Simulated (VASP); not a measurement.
Wanted: the native input for a VASP 6.6.1 run.

```yaml
Task: single point
Functional: PBE
Potentials_or_basis: VASP PAW PBE potentials, release 64 (Be, Te, O)
Cutoff: 520 eV
k_mesh: 6 × 6 × 4
Occupations: gaussian, width 0.1 eV
Spin: no spin polarisation
Dipole_correction: no
Further_INCAR_settings: ALGO = Normal; EDIFF = 1e-06; NBANDS = 21
```

The structure of Be3TeO2 lies in POSCAR:

```
Be3TeO2
1.0
    5.4043399623      0.0000000000      0.0000000000
   -2.7021699811      4.6802956980      0.0000000000
    0.0000000000      0.0000000000      4.9942586238
Be Te O
3 1 2
Direct
    0.5000000000      0.0000000000      0.5000000000
    0.0000000000      0.5000000000      0.5000000000
    0.5000000000      0.5000000000      0.5000000000
    0.0000000000      0.0000000000      0.5000000000
    0.3333333333      0.6666666667      0.5000000000
    0.6666666667      0.3333333333      0.5000000000
```

The cell was built from a structure type or drawn by symmetry, and may not be a known phase.

These files were run (other wordings do the same):

INCAR

```
SYSTEM = Be3TeO2
  ALGO = Normal
  EDIFF = 1E-6
  ENCUT = 520
  GGA = PE
  ISIF = 2
  ISMEAR = 0
  LASPH = .True.
  LCHARG = .True.
  LELF = .True.
  LREAL = .False.
  LVHAR = .True.
  LWAVE = .False.
  NBANDS = 21
  NELM = 60
  PREC = Accurate
  SIGMA = 0.1
```

KPOINTS

```
k-points
0
Gamma
  6 6 4
  0 0 0
```

Potentials or basis: VASP PAW PBE potentials, release 64 (Be, Te, O).

The run is started by

```console
$ cat potpaw_PBE.64/Be/POTCAR potpaw_PBE.64/Te/POTCAR potpaw_PBE.64/O/POTCAR > POTCAR
$ mpirun -np 1 vasp_std > vasp.out
```

It gave:

```
Pressure               : 0.1 GPa
Band gap on the k mesh : 2.16 eV
```

Caveat: spin-orbit coupling is left out, which moves the levels of the heavy elements; this functional lacks dispersion, which binds the layers, so the pressure and a relaxed spacing across them are unreliable.

Wall time 60 s on 1 thread of Intel(R) Xeon(R) Platinum 8488C (Sapphire Rapids), on a shared host, peak memory 0.26 GiB.
